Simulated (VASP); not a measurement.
Write the native input for VASP 6.6.1 that does the following.

| Item | Value |
| --- | --- |
| Task | single point |
| Functional | PBE |
| Potentials or basis | VASP PAW PBE potentials, release 64 (Ta_pv) |
| Cutoff | 520 eV |
| k mesh | 20 × 20 × 20 |
| Occupations | gaussian, width 0.15 eV |
| Spin | no spin polarisation |
| Dipole correction | no |
| Further INCAR settings | ALGO = Normal; EDIFF = 1e-06; NBANDS = 12 |

The structure of Ta lies in POSCAR:

```
Ta
1.0
   -1.7173312000      1.7173312000      1.5191776000
    1.7173312000     -1.7173312000      1.5191776000
    1.7173312000      1.7173312000     -1.5191776000
Ta
1
Direct
    0.0000000000      0.0000000000      0.0000000000
```

This cell differs from its parent crystal: strain +0.040 along x and y, -0.080 along z.

The input as run:

INCAR

```
PREC = Accurate ; ENCUT = 520
EDIFF = 1E-6 ; ISMEAR = 0
SIGMA = 0.15 ; LREAL = F
LASPH = T ; NELM = 100
ALGO = Normal ; ISIF = 2
LWAVE = F ; LCHARG = F
GGA = PE ; NBANDS = 12
```

KPOINTS

```
Automatic mesh
0
Gamma
  20 20 20
```

Potentials or basis: VASP PAW PBE potentials, release 64 (Ta_pv).

Command:

```console
$ cat potpaw_PBE.64/Ta_pv/POTCAR > POTCAR
$ mpirun -np 1 vasp_std > vasp.out
```

Results of the run:

```yaml
Pressure: 5.6 GPa
Band_gap_on_the_k_mesh: zero (an odd number of electrons rules out a gap without spin polarisation)
```

Caveat: the cell differs from its parent crystal (strain +0.040 along x and y, -0.080 along z); the cell stands under pressure; spin-orbit coupling is left out, which moves the levels of the heavy elements.

It took 41 s on 1 thread of Intel(R) Xeon(R) 6975P-C (Granite Rapids), with other jobs on the host, peak memory 0.25 GiB.
